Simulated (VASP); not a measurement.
# Sn (Fddd) in VASP: single point with PBE

Aim: the single point of Sn with PBE.

Everything below comes from runs of VASP 6.6.1. Logs are shortened: lines on timing, memory, paths and dates and some standing lists are left out, and cuts for length are marked.

**1. The cell of the first run**

It takes space group Fddd (No. 70, orthorhombic). Conventional cell: a = 6.264 Å, b = 6.491 Å, c = 6.718 Å, α = 90.00°, β = 90.00°, γ = 90.00°. Sn (site symmetry 222) has 4 Sn at 2.81 Å within 3.7 Å.

**2. Single point, PBE (strain +0.0350 x Voigt [1, -1, 0, 0, 0, 0])**

Contents of INCAR:

```
SYSTEM = Sn
ALGO = Fast ; EDIFF = 1E-6
ENCUT = 520 ; GGA = PE
ISIF = 2 ; ISMEAR = 0
LASPH = .True. ; LCHARG = .False.
LREAL = .False. ; LWAVE = .False.
NBANDS = 21 ; NELM = 100
PREC = Accurate ; SIGMA = 0.15
```

Contents of KPOINTS:

```
k-points
0
Gamma
  12 12 12
  0 0 0
```

Contents of POSCAR:

```
Sn
1.0
    0.0000000000      3.1320040000      3.2456000000
    3.3591960000      0.0000000000      3.2456000000
    3.3591960000      3.1320040000      0.0000000000
Sn
2
Direct
    0.5000000000      0.5000000000      0.5000000000
    0.7500000000      0.7500000000      0.7500000000
```

Potentials or basis: VASP PAW PBE potentials, release 64 (Sn_d).

On the command line:

```bash
$ cat potpaw_PBE.64/Sn_d/POTCAR > POTCAR
$ mpirun -np 1 vasp_std > vasp.out
```

OUTCAR:

```text
SYSTEM = Sn
   EDIFF = 1E-6
   ENCUT = 520
   GGA = PE
   ISIF = 2
   ISMEAR = 0
   LASPH = .True.
   LREAL = .False.
   NELM = 100
   PREC = Accurate

 ion  position               nearest neighbor table
   1  0.500  0.500  0.500-   2 2.81   2 2.81   2 2.81   2 2.81
   2  0.750  0.750  0.750-   1 2.81   1 2.81   1 2.81   1 2.81

  LATTYP: Found a face centered orthorhombic cell.
 ALAT       =     6.2640080000
 B/A-ratio  =     1.0362694301
 C/A-ratio  =     1.0725388601

  Lattice vectors:

 A1 = (  -3.3591960000,   0.0000000000,  -3.2456000000)
 A2 = (  -3.3591960000,   3.1320040000,   0.0000000000)
 A3 = (   0.0000000000,   3.1320040000,  -3.2456000000)

Analysis of symmetry for initial positions (statically):
=====================================================================
 Subroutine PRICEL returns:
 Original cell was already a primitive cell.

 Routine SETGRP: Setting up the symmetry group for a
 face centered orthorhombic supercell.

 Subroutine GETGRP returns: Found  8 space group operations
 (whereof  4 operations were pure point group operations)
 out of a pool of  8 trial point group operations.

The static configuration has the point symmetry D_2 .
 The point group associated with its full space group is D_2h.

Analysis of symmetry for dynamics (positions and initial velocities):
=====================================================================
 Subroutine PRICEL returns:
 Original cell was already a primitive cell.

 Routine SETGRP: Setting up the symmetry group for a
 face centered orthorhombic supercell.

 Subroutine GETGRP returns: Found  8 space group operations
 (whereof  4 operations were pure point group operations)
 out of a pool of  8 trial point group operations.

The dynamic configuration has the point symmetry D_2 .
 The point group associated with its full space group is D_2h.

 Subroutine INISYM returns: Found  8 space group operations
 (whereof  4 operations are pure point group operations),
 and found     1 'primitive' translations

----------------------------------------------------------------------------------------

                                     Primitive cell

  volume of cell :      68.2940

  direct lattice vectors                    reciprocal lattice vectors
     0.000000000  3.132004000  3.245600000    -0.148845140  0.159642197  0.154054720
     3.359196000  0.000000000  3.245600000     0.148845140 -0.159642197  0.154054720
     3.359196000  3.132004000  0.000000000     0.148845140  0.159642197 -0.154054720

  length of vectors
     4.510362338  4.670986740  4.592782035     0.267157938  0.267157938  0.267157938

  position of ions in fractional coordinates (direct lattice)
     0.500000000  0.500000000  0.500000000
     0.750000000  0.750000000  0.750000000

  ion indices of the primitive-cell ions
   primitive index   ion index
                 1           1
                 2           2

----------------------------------------------------------------------------------------

 KPOINTS: k-points

Automatic generation of k-mesh.
 Grid dimensions read from file:
 generate k-points for:   12   12   12

 Generating k-lattice:

  Cartesian coordinates                     Fractional coordinates (reciprocal lattice)
    -0.012403762  0.013303516  0.012837893     0.083333333  0.000000000  0.000000000
     0.012403762 -0.013303516  0.012837893     0.000000000  0.083333333 -0.000000000
     0.012403762  0.013303516 -0.012837893     0.000000000 -0.000000000  0.083333333

  Length of vectors
     0.022263161  0.022263161  0.022263161

  Shift w.r.t. Gamma in fractional coordinates (k-lattice)
     0.000000000  0.000000000  0.000000000

 Subroutine IBZKPT returns following result:
 ===========================================

 Found    280 irreducible k-points:

 Following reciprocal coordinates:
            Coordinates               Weight
  0.000000  0.000000  0.000000      1.000000
  0.083333 -0.000000 -0.000000      8.000000
  0.166667  0.000000 -0.000000      8.000000
  0.250000 -0.000000  0.000000      8.000000
  0.333333 -0.000000  0.000000      8.000000
  0.416667  0.000000 -0.000000      8.000000
[... 16 lines left out ...]
  0.500000  0.166667 -0.000000      8.000000
 -0.416667  0.166667  0.000000      8.000000
 [... further k-points ...]
   k-points           NKPTS =    280   k-points in BZ     NKDIM =    280   number of bands    NBANDS=     21
   number of dos      NEDOS =    301   number of ions     NIONS =      2
   total plane-waves  NPLWV =  46656
   dimension x,y,z NGX =    36 NGY =   36 NGZ =   36
   dimension x,y,z NGXF=    72 NGYF=   72 NGZF=   72
   ions per type =               2
   NGX,Y,Z   is equivalent  to a cutoff of  13.27, 12.81, 13.03 a.u.
   NGXF,Y,Z  is equivalent  to a cutoff of  26.54, 25.63, 26.06 a.u.
 SYSTEM =  Sn
   PREC   = accura    normal or accurate (medium, high low for compatibility)
   ISTART =      0    job   : 0-new  1-cont  2-samecut
   ICHARG =      2    charge: 1-file 2-atom 10-const
   ISPIN  =      1    spin polarized calculation?
   LNONCOLLINEAR =      F non collinear calculations
   LSORBIT =      F    spin-orbit coupling
   LASPH  =      T    aspherical Exc in radial PAW
   ENCUT  =  520.0 eV  38.22 Ry    6.18 a.u.   8.39  8.68  8.54*2*pi/ulx,y,z
   NELM   =    100;   NELMIN=  2; NELMDL= -5     # of ELM steps
   EDIFF  = 0.1E-05   stopping-criterion for ELM
   LREAL  =      F    real-space projection
   EDIFFG = 0.1E-04   stopping-criterion for IOM
   NSW    =      0    number of steps for IOM
   IBRION =     -1    ionic relax: 0-MD 1-quasi-New 2-CG
   NFREE  =      0    steps in history (QN), initial steepest desc. (CG)
   ISIF   =      2    stress and relaxation
   ISYM   =      2    0-nonsym 1-usesym 2-fastsym
   POTIM  = 0.5000    time-step for ionic-motion
   TEBEG  =    0.0;   TEEND  =   0.0 temperature during run
   PSTRESS=    0.0 pullay stress
   NELECT =      28.0000    total number of electrons
   NUPDOWN=      -1.0000    fix difference up-down
   EMIN   =  10.00;   EMAX   =-10.00  energy-range for DOS
   EFERMI =   0.00;   METHOD = LEGACY
   ISMEAR =     0;   SIGMA  =   0.15  broadening in eV -4-tet -1-fermi 0-gaus
   EFERMI_NEDOS =   21; number of points for ismear=-14 and -15
   IALGO  =     68    algorithm
   IMIX   =      4    mixing-type and parameters
     AMIX     =   0.40;   BMIX     =  1.00
     AMIX_MAG =   1.60;   BMIX_MAG =  1.00
  volume/ion in A,a.u.               =      34.15       230.44
  Fermi-wavevector in a.u.,A,eV,Ry     =   1.216186  2.298258 20.124488  1.479108
  Thomas-Fermi vector in A             =   2.351548
   LORBIT       =      0    0 simple, 1 ext, 2 COOP (PROOUT), +10 PAW based schemes
   GGA     = PE    functional components
   LHFCALC =     F    Hartree Fock is set to
   AEXX    =    0.0000 exact exchange contribution
   IVDW    =     0    specifies the selected vdW correction
   LEPSILON=     F    determine dielectric tensor
   LRPA    =     F    only Hartree local field effects (RPA)
 non-spin polarized calculation
 RMM-DIIS sequential band-by-band and
 Gauss-broadening in eV      SIGMA  =   0.15
  energy-cutoff  :      520.00
  volume of cell :       68.29
 maximum number of plane-waves:      1874
 NGX is ok and might be reduce to    36
   NGX = 17   NGY = 17   NGZ = 17

 number of electron      28.0000001 magnetization

 Free energy of the ion-electron system (eV)
  ---------------------------------------------------
  ext. energy  EPLUGINS =         0.00000000
  ---------------------------------------------------
  free energy    TOTEN  =        -7.62778557 eV

  energy without entropy =       -7.62604901  energy(sigma->0) =       -7.62691729

 E-fermi :   5.6829     XC(G=0):  -8.8829

 val. band max:        5.6413477750   @ k =   0.4167   0.0000  -0.0000
 cond. band min:       5.7204805207   @ k =   0.0833  -0.0000  -0.0000
 fundamental gap:      0.0791327456
 Fermi energy:         5.6829217177

 k-point     1 :       0.0000    0.0000    0.0000
  band No.  band energies     occupation
      1     -16.0512      2.00000
      2     -16.0361      2.00000
      3     -16.0239      2.00000
      4     -15.9819      2.00000
      5     -15.9733      2.00000
      6     -15.6917      2.00000
[... 13 lines left out ...]
     20      13.0863      0.00000
     21      13.4243      0.00000

 k-point     2 :       0.0833   -0.0000   -0.0000
  band No.  band energies     occupation
      1     -16.0539      2.00000
      2     -16.0392      2.00000
      3     -16.0284      2.00000
      4     -15.9732      2.00000
      5     -15.9660      2.00000
      6     -15.6981      2.00000
[... 13 lines left out ...]
     20      12.5936      0.00000
     21      13.2241      0.00000

 k-point     3 :       0.1667    0.0000   -0.0000
  band No.  band energies     occupation
      1     -16.0625      2.00000
      2     -16.0459      2.00000
      3     -16.0304      2.00000
      4     -15.9561      2.00000
      5     -15.9505      2.00000
      6     -15.7123      2.00000
[... 13 lines left out ...]
     20      12.3176      0.00000
     21      12.7746      0.00000

 k-point     4 :       0.2500   -0.0000    0.0000
  band No.  band energies     occupation
      1     -16.0723      2.00000
      2     -16.0530      2.00000
      3     -16.0261      2.00000
      4     -15.9393      2.00000
      5     -15.9348      2.00000
      6     -15.7265      2.00000
[... 13 lines left out ...]
     20      12.4779      0.00000
     21      12.7245      0.00000

 k-point     5 :       0.3333   -0.0000    0.0000
  band No.  band energies     occupation
      1     -16.0797      2.00000
      2     -16.0576      2.00000
      3     -16.0202      2.00000
      4     -15.9269      2.00000
      5     -15.9229      2.00000
      6     -15.7369      2.00000
[... 13 lines left out ...]
     20      12.9957      0.00000
     21      13.0889      0.00000

 k-point     6 :       0.4167    0.0000   -0.0000
  band No.  band energies     occupation
      1     -16.0840      2.00000
      2     -16.0597      2.00000
      3     -16.0155      2.00000
      4     -15.9200      2.00000
      5     -15.9160      2.00000
      6     -15.7428      2.00000
[... 13 lines left out ...]
     20      13.7238      0.00000
     21      14.0199      0.00000

 k-point     7 :       0.5000   -0.0000    0.0000
  band No.  band energies     occupation
      1     -16.0854      2.00000
      2     -16.0603      2.00000
      3     -16.0138      2.00000
      4     -15.9180      2.00000
      5     -15.9138      2.00000
      6     -15.7446      2.00000
[... 13 lines left out ...]
     20      14.4026      0.00000
     21      14.5971      0.00000
[... 291 lines left out ...]
      1     -16.0734      2.00000
      2     -16.0514      2.00000
      3     -16.0359      2.00000
      4     -15.9432      2.00000
      5     -15.9051      2.00000
      6     -15.7740      2.00000
[... 13 lines left out ...]
     20      12.9536      0.00000
     21      13.6628      0.00000

 k-point    21 :       0.3333    0.1667    0.0000
  band No.  band energies     occupation
      1     -16.0851      2.00000
      2     -16.0607      2.00000
      3     -16.0207      2.00000
      4     -15.9266      2.00000
      5     -15.8893      2.00000
      6     -15.7893      2.00000
[... 13 lines left out ...]
     20      13.3307      0.00000
     21      14.0370      0.00000

 k-point    22 :       0.4167    0.1667   -0.0000
  band No.  band energies     occupation
      1     -16.0944      2.00000
      2     -16.0685      2.00000
      3     -16.0033      2.00000
      4     -15.9111      2.00000
      5     -15.8823      2.00000
      6     -15.7940      2.00000
[... 13 lines left out ...]
     20      13.8787      0.00000
     21      14.6707      0.00000

 k-point    23 :       0.5000    0.1667   -0.0000
  band No.  band energies     occupation
      1     -16.0994      2.00000
      2     -16.0743      2.00000
      3     -15.9887      2.00000
      4     -15.8995      2.00000
      5     -15.8847      2.00000
      6     -15.7885      2.00000
[... 13 lines left out ...]
     20      14.0925      0.00000
     21      14.8543      0.00000

 k-point    24 :      -0.4167    0.1667    0.0000
  band No.  band energies     occupation
      1     -16.0991      2.00000
      2     -16.0780      2.00000
      3     -15.9817      2.00000
      4     -15.9024      2.00000
      5     -15.8852      2.00000
      6     -15.7806      2.00000
[... 13 lines left out ...]
     20      13.5972      0.00000
     21      13.8348      0.00000

 [... further k-points ...]

------------------------ aborting loop because EDIFF is reached ----------------------------------------

  FORCE on cell =-STRESS in cart. coord.  units (eV):
  Direction    XX          YY          ZZ          XY          YZ          ZX
  --------------------------------------------------------------------------------------
  -------------------------------------------------------------------------------------
  Total        0.9006732      1.7550197      1.4026077      0.0000000      0.0000000      0.0000000
  in kB       21.1297894     41.1727549     32.9051722      0.0000000      0.0000000      0.0000000
  external PRESSURE =      31.7359055 kB  Pullay stress =       0.0000000 kB

 VOLUME and BASIS-vectors are now :
 -----------------------------------------------------------------------------
  energy-cutoff  :      520.00
  volume of cell :       68.29
      direct lattice vectors                 reciprocal lattice vectors
     0.000000000  3.132004000  3.245600000    -0.148845140  0.159642197  0.154054720
     3.359196000  0.000000000  3.245600000     0.148845140 -0.159642197  0.154054720
     3.359196000  3.132004000  0.000000000     0.148845140  0.159642197 -0.154054720

 POSITION                                       TOTAL-FORCE (eV/Angst)
 -----------------------------------------------------------------------------------
      3.35920      3.13200      3.24560         0.000000     -0.000000     -0.000000
      5.03879      4.69801      4.86840        -0.000000      0.000000      0.000000
 -----------------------------------------------------------------------------------
    total drift:                                0.000000      0.000000      0.000000

  FREE ENERGIE OF THE ION-ELECTRON SYSTEM (eV)
  ---------------------------------------------------
  free  energy   TOTEN  =        -7.6277855656 eV

  energy  without entropy=       -7.6260490090  energy(sigma->0) =       -7.62691729
```

Wall time 8.4 min (1 thread of Intel Xeon 8259CL, shared host); peak memory 0.44 GiB.

Results:

```yaml
Free_energy: -7.6278 eV
Pressure: 3.2 GPa
Band_gap_on_the_k_mesh: zero (bands 14 and 15 overlap by 0.15 eV)
```

Stress tensor (GPa, compression positive):
```
2.11 0.00 0.00
0.00 4.12 0.00
0.00 0.00 3.29
```

Levels at points of the mesh, in eV from the Fermi level:
```csv
k point,band 10,band 11,band 12,band 13,band 14,band 15,band 16,band 17,band 18,band 19
"(0.00, 0.00, 0.00)",-21.33,-10.64,-0.70,-0.19,0.06,0.28,1.99,2.14,2.28,4.99
"(0.50, 0.00, 0.00)",-21.28,-9.01,-6.33,-1.37,-0.94,-0.09,3.09,3.36,5.64,8.24
"(0.50, 0.50, 0.00)",-21.28,-7.54,-7.54,-2.48,-2.48,0.79,0.79,7.48,7.48,8.97
"(0.50, 0.00, 0.50)",-21.29,-7.42,-7.42,-2.68,-2.68,0.57,0.57,7.67,7.67,9.25
"(0.00, 0.50, 0.50)",-21.26,-7.67,-7.67,-2.30,-2.30,1.01,1.01,7.59,7.59,9.07
```

Caveat: the cell differs from its parent crystal (strain +0.0350 x Voigt [1, -1, 0, 0, 0, 0]); the cell stands under pressure; spin-orbit coupling is left out, which moves the levels of the heavy elements.

The gap in the log of VASP goes by the Fermi energy; the results here count the filled bands.